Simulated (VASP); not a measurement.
A run of VASP 6.6.1 is set up as follows.

Contents of INCAR:

```
ALGO = Normal
EDIFF = 1E-8
ENCUT = 520
GGA = CA
ISIF = 2
ISMEAR = -1
LASPH = T
LCHARG = F
LEFG = T
LREAL = F
LWAVE = F
NBANDS = 16
NELM = 100
PREC = Accurate
SIGMA = 0.05
```

KPOINTS

```
k-points
0
Gamma
  13 13 12
```

File POSCAR:

```
WC
1.0
    2.9005014360      0.0000000000      0.0000000000
   -1.4502507180      2.5119079273      0.0000000000
    0.0000000000      0.0000000000      2.8290000000
W C
1 1
Direct
    0.0000000000      0.0000000000      0.0000000000
    0.6666666667      0.3333333333      0.5000000000
```

Potentials or basis: VASP PAW LDA potentials, release 64 (W_sv, C).

Launch:

```sh
$ cat potpaw_LDA.64/W_sv/POTCAR potpaw_LDA.64/C/POTCAR > POTCAR
$ mpirun -np 1 vasp_std > vasp.out
```

Q: Estimate the band gap on the k mesh.

A: Zero (band 9 reaches 11.73 eV, above the bottom of band 10 at 10.46 eV).

Q: Estimate the pressure.

A: -4.7 GPa.

Stress tensor (GPa, compression positive):
```
-4.27  0.00  0.00
 0.00 -4.27  0.00
 0.00  0.00 -5.56
```

Caveat: without QUAD_EFG the Cq values of the log hold for a quadrupole moment of 1 mb, not for the nuclei; spin-orbit coupling is left out, which moves the levels of the heavy elements.
